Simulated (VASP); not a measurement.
# Cu3P2 (Pm-3m) in VASP: a series of runs

Runs on Cu3P2. Level: PBE. Tasks: single point, relaxation of cell and atoms.

Program: VASP 6.6.1. These are calculated values, not measurements. Logs are shortened: lines on timing, memory, paths and dates and some standing lists are left out, and cuts for length are marked.

**1. The cell of the first run**

It takes space group Pm-3m (No. 221, cubic). The conventional cell has a = 4.556 Å, b = 4.556 Å, c = 4.556 Å, α = 90.00°, β = 90.00°, γ = 90.00°. Cu (site symmetry 4/mmm) has 2 P at 2.28 Å within 3.0 Å. P (site symmetry m-3m) has 6 Cu at 2.28 Å within 3.0 Å. P (site symmetry m-3m) has 12 Cu at 3.22 Å and 8 P at 3.95 Å within 4.2 Å.

The cell was built from a structure type or drawn by symmetry, and may not be a known phase.

**2. Single point, PBE**

The input, INCAR:

```
PREC = Accurate
ENCUT = 520
EDIFF = 1E-6
ISMEAR = 0
SIGMA = 0.1
LREAL = F
LASPH = T
NELM = 100
ALGO = Normal
ISIF = 2
LWAVE = F
LCHARG = F
GGA = PE
NBANDS = 30
```

The input, KPOINTS:

```
regular mesh
0
Gamma
  4 4 4
```

The input, POSCAR:

```
Cu3P2
1.0
    4.5555698400      0.0000000000      0.0000000000
    0.0000000000      4.5555698400      0.0000000000
    0.0000000000      0.0000000000      4.5555698400
Cu P
3 2
Direct
    0.0000000000      0.5000000000      0.5000000000
    0.5000000000      0.0000000000      0.5000000000
    0.5000000000      0.5000000000      0.0000000000
    0.5000000000      0.5000000000      0.5000000000
    0.0000000000      0.0000000000      0.0000000000
```

Potentials or basis: VASP PAW PBE potentials, release 64 (Cu, P).

Command:

```console
$ cat potpaw_PBE.64/Cu/POTCAR potpaw_PBE.64/P/POTCAR > POTCAR
$ mpirun -np 1 vasp_std > vasp.out
```

OUTCAR:

```text
PREC = Accurate
   ENCUT = 520
   EDIFF = 1E-6
   ISMEAR = 0
   LREAL = F
   LASPH = T
   NELM = 100
   ISIF = 2
   GGA = PE

 ion  position               nearest neighbor table
   1  0.000  0.500  0.500-   4 2.28   4 2.28
   2  0.500  0.000  0.500-   4 2.28   4 2.28
   3  0.500  0.500  0.000-   4 2.28   4 2.28
   4  0.500  0.500  0.500-   1 2.28   2 2.28   3 2.28   3 2.28   2 2.28   1 2.28
   5  0.000  0.000  0.000-

  LATTYP: Found a simple cubic cell.
 ALAT       =     4.5555698400

  Lattice vectors:

 A1 = (   4.5555698400,   0.0000000000,   0.0000000000)
 A2 = (   0.0000000000,   4.5555698400,   0.0000000000)
 A3 = (   0.0000000000,   0.0000000000,   4.5555698400)

Analysis of symmetry for initial positions (statically):
=====================================================================
 Subroutine PRICEL returns:
 Original cell was already a primitive cell.

 Routine SETGRP: Setting up the symmetry group for a
 simple cubic supercell.

 Subroutine GETGRP returns: Found 48 space group operations
 (whereof 48 operations were pure point group operations)
 out of a pool of 48 trial point group operations.

The static configuration has the point symmetry O_h .

Analysis of symmetry for dynamics (positions and initial velocities):
=====================================================================
 Subroutine PRICEL returns:
 Original cell was already a primitive cell.

 Routine SETGRP: Setting up the symmetry group for a
 simple cubic supercell.

 Subroutine GETGRP returns: Found 48 space group operations
 (whereof 48 operations were pure point group operations)
 out of a pool of 48 trial point group operations.

The dynamic configuration has the point symmetry O_h .

 Subroutine INISYM returns: Found 48 space group operations
 (whereof 48 operations are pure point group operations),
 and found     1 'primitive' translations

----------------------------------------------------------------------------------------

                                     Primitive cell

  volume of cell :      94.5427

  direct lattice vectors                    reciprocal lattice vectors
     4.555569840  0.000000000  0.000000000     0.219511507  0.000000000  0.000000000
     0.000000000  4.555569840  0.000000000     0.000000000  0.219511507  0.000000000
[... 75 lines left out ...]
   NELM   =    100;   NELMIN=  2; NELMDL= -5     # of ELM steps
   EDIFF  = 0.1E-05   stopping-criterion for ELM
   LREAL  =      F    real-space projection
   EDIFFG = 0.1E-04   stopping-criterion for IOM
   NSW    =      0    number of steps for IOM
   IBRION =     -1    ionic relax: 0-MD 1-quasi-New 2-CG
   NFREE  =      0    steps in history (QN), initial steepest desc. (CG)
   ISIF   =      2    stress and relaxation
   ISYM   =      2    0-nonsym 1-usesym 2-fastsym
   POTIM  = 0.5000    time-step for ionic-motion
   TEBEG  =    0.0;   TEEND  =   0.0 temperature during run
   PSTRESS=    0.0 pullay stress
   NELECT =      43.0000    total number of electrons
   NUPDOWN=      -1.0000    fix difference up-down
   EMIN   =  10.00;   EMAX   =-10.00  energy-range for DOS
   EFERMI =   0.00;   METHOD = LEGACY
   ISMEAR =     0;   SIGMA  =   0.10  broadening in eV -4-tet -1-fermi 0-gaus
   EFERMI_NEDOS =   21; number of points for ismear=-14 and -15
   IALGO  =     38    algorithm
   IMIX   =      4    mixing-type and parameters
     AMIX     =   0.40;   BMIX     =  1.00
     AMIX_MAG =   1.60;   BMIX_MAG =  1.00
  volume/ion in A,a.u.               =      18.91       127.60
  Fermi-wavevector in a.u.,A,eV,Ry     =   1.258988  2.379142 21.565927  1.585051
  Thomas-Fermi vector in A             =   2.392570
   LORBIT       =      0    0 simple, 1 ext, 2 COOP (PROOUT), +10 PAW based schemes
   GGA     = PE    functional components
   LHFCALC =     F    Hartree Fock is set to
   AEXX    =    0.0000 exact exchange contribution
   IVDW    =     0    specifies the selected vdW correction
   LEPSILON=     F    determine dielectric tensor
   LRPA    =     F    only Hartree local field effects (RPA)
 non-spin polarized calculation
 Gauss-broadening in eV      SIGMA  =   0.10
  energy-cutoff  :      520.00
  volume of cell :       94.54
 maximum number of plane-waves:      2560
 NGX is ok and might be reduce to    36
   NGX = 17   NGY = 17   NGZ = 17

 number of electron      42.9999968 magnetization

 Free energy of the ion-electron system (eV)
  ---------------------------------------------------
  ext. energy  EPLUGINS =         0.00000000
  ---------------------------------------------------
  free energy    TOTEN  =       -18.81672180 eV

  energy without entropy =      -18.77430620  energy(sigma->0) =      -18.79551400

 E-fermi :   4.2639     XC(G=0): -10.0764

 val. band max:        4.2028765036   @ k =   0.2500   0.0000   0.0000
 cond. band min:       4.2934054419   @ k =   0.5000   0.2500   0.0000
 fundamental gap:      0.0905289384
 Fermi energy:         4.2639202938

 k-point     1 :       0.0000    0.0000    0.0000
  band No.  band energies     occupation
      1      -7.5951      2.00000
      2      -4.8817      2.00000
      3       0.9309      2.00000
      4       0.9309      2.00000
      5       0.9309      2.00000
      6       1.0734      2.00000
[... 319 lines left out ...]
     29      11.3674      0.00000
     30      12.0428      0.00000

------------------------ aborting loop because EDIFF is reached ----------------------------------------

  FORCE on cell =-STRESS in cart. coord.  units (eV):
  Direction    XX          YY          ZZ          XY          YZ          ZX
  --------------------------------------------------------------------------------------
  -------------------------------------------------------------------------------------
  Total       -5.0409935     -5.0409935     -5.0409935     -0.0000000      0.0000000     -0.0000000
  in kB      -85.4276757    -85.4276757    -85.4276757     -0.0000000      0.0000000     -0.0000000
  external PRESSURE =     -85.4276757 kB  Pullay stress =       0.0000000 kB

 VOLUME and BASIS-vectors are now :
 -----------------------------------------------------------------------------
  energy-cutoff  :      520.00
  volume of cell :       94.54
      direct lattice vectors                 reciprocal lattice vectors
     4.555569840  0.000000000  0.000000000     0.219511507  0.000000000  0.000000000
     0.000000000  4.555569840  0.000000000     0.000000000  0.219511507  0.000000000
     0.000000000  0.000000000  4.555569840     0.000000000  0.000000000  0.219511507

 POSITION                                       TOTAL-FORCE (eV/Angst)
 -----------------------------------------------------------------------------------
      0.00000      2.27778      2.27778         0.000000      0.000000      0.000000
      2.27778      0.00000      2.27778         0.000000      0.000000      0.000000
      2.27778      2.27778      0.00000         0.000000      0.000000      0.000000
      2.27778      2.27778      2.27778         0.000000      0.000000      0.000000
      0.00000      0.00000      0.00000         0.000000      0.000000      0.000000
 -----------------------------------------------------------------------------------
    total drift:                                0.000000      0.000000      0.000000

  FREE ENERGIE OF THE ION-ELECTRON SYSTEM (eV)
  ---------------------------------------------------
  free  energy   TOTEN  =       -18.8167217975 eV

  energy  without entropy=      -18.7743062022  energy(sigma->0) =      -18.79551400
```

OSZICAR:

```text
N       E                     dE             d eps       ncg     rms          rms(c)
DAV:   1     0.314698291854E+03    0.31470E+03   -0.18232E+04   600   0.180E+03
DAV:   2     0.632117945006E+01   -0.30838E+03   -0.29825E+03   600   0.351E+02
DAV:   3    -0.214513572137E+02   -0.27773E+02   -0.26131E+02   808   0.131E+02
DAV:   4    -0.227326070179E+02   -0.12812E+01   -0.12618E+01   930   0.276E+01
DAV:   5    -0.227463340144E+02   -0.13727E-01   -0.13723E-01   922   0.309E+00    0.166E+01
DAV:   6    -0.251937333473E+02   -0.24474E+01   -0.63739E+01   758   0.174E+02    0.154E+01
DAV:   7    -0.189477475182E+02    0.62460E+01   -0.18601E+01   770   0.870E+01    0.449E+00
DAV:   8    -0.188198640934E+02    0.12788E+00   -0.20766E+00   946   0.222E+01    0.194E+00
DAV:   9    -0.188176726621E+02    0.21914E-02   -0.17868E-01   940   0.397E+00    0.522E-01
DAV:  10    -0.188168208835E+02    0.85178E-03   -0.45694E-03   864   0.520E-01    0.246E-01
DAV:  11    -0.188168834442E+02   -0.62561E-04   -0.10047E-03   880   0.403E-01    0.149E-01
DAV:  12    -0.188167317610E+02    0.15168E-03   -0.84047E-04   842   0.676E-01    0.452E-02
DAV:  13    -0.188167227152E+02    0.90458E-05   -0.14220E-04   930   0.197E-01    0.164E-02
DAV:  14    -0.188167209336E+02    0.17815E-05   -0.89370E-06   904   0.366E-02    0.840E-03
DAV:  15    -0.188167217975E+02   -0.86388E-06   -0.47872E-06   682   0.446E-02
   1 F= -.18816722E+02 E0= -.18795514E+02  d E =-.424156E-01
```

stdout:

```text
POSCAR found type information on POSCAR CuP
 POSCAR found :  2 types and       5 ions
 scaLAPACK will be used
 LDA part: xc-table for (Slater+PW92), standard interpolation
 POSCAR, INCAR and KPOINTS ok, starting setup
 FFT: planning ... GRIDC
 FFT: planning ... GRID_SOFT
 FFT: planning ... GRID
 WAVECAR not read
 entering main loop
```

It took 66 s on 1 thread of Intel Xeon 8259CL, shared host; peak memory 0.2 GiB.

What came out:

```yaml
Free_energy: -18.8167 eV
Pressure: -8.5 GPa
Band_gap_on_the_k_mesh: zero (an odd number of electrons rules out a gap without spin polarisation)
```

Caveat: the cell stands under tension.

**3. Single point, PBE**

This run uses another cell than the first one, of 16.55 Å³/atom.

Edit INCAR of step 2 so:

```diff
@@ -7,3 +7,3 @@
 LASPH = T
-NELM = 100
+NELM = 60
 ALGO = Normal
```

The input, KPOINTS:

```
regular mesh
0
Gamma
  8 8 8
```

Edit POSCAR of step 2 so:

```diff
@@ -2,5 +2,5 @@
 1.0
-    4.5555698400      0.0000000000      0.0000000000
-    0.0000000000      4.5555698400      0.0000000000
-    0.0000000000      0.0000000000      4.5555698400
+    4.3576467433      0.0000000000      0.0000000000
+    0.0000000000      4.3576467433      0.0000000000
+    0.0000000000      0.0000000000      4.3576467433
 Cu P
```

Potentials or basis: VASP PAW PBE potentials, release 64 (Cu, P).

Command:

```console
$ cat potpaw_PBE.64/Cu/POTCAR potpaw_PBE.64/P/POTCAR > POTCAR
$ mpirun -np 1 vasp_std > vasp.out
```

Wall time 2.1 min (1 thread of Intel Xeon 8259CL, shared host); peak memory 0.22 GiB.

It converged, with:

```yaml
Free_energy: -19.2017 eV
Pressure: 0.2 GPa
Band_gap_on_the_k_mesh: zero (an odd number of electrons rules out a gap without spin polarisation)
```

Levels at points of the mesh, in eV from the Fermi level:
| k point | band 18 | band 19 | band 20 | band 21 | band 22 | band 23 | band 24 | band 25 | band 26 | band 27 |
| --- | --- | --- | --- | --- | --- | --- | --- | --- | --- | --- |
| (0.00, 0.00, 0.00) | -2.52 | -2.50 | -2.26 | -0.11 | -0.11 | -0.11 | 1.37 | 1.37 | 3.59 | 8.19 |
| (0.50, 0.00, 0.00) | -2.19 | -1.55 | -1.55 | -0.67 | -0.28 | -0.28 | 2.17 | 3.98 | 5.23 | 6.42 |
| (0.50, 0.50, 0.00) | -2.21 | -2.21 | -0.67 | 0.40 | 1.02 | 1.02 | 1.51 | 1.65 | 4.02 | 4.02 |
| (0.50, 0.50, 0.50) | -2.40 | -2.40 | -2.40 | -1.22 | -1.22 | -1.22 | 5.79 | 5.79 | 5.79 | 7.80 |

(Continued in part 2 of 2.)
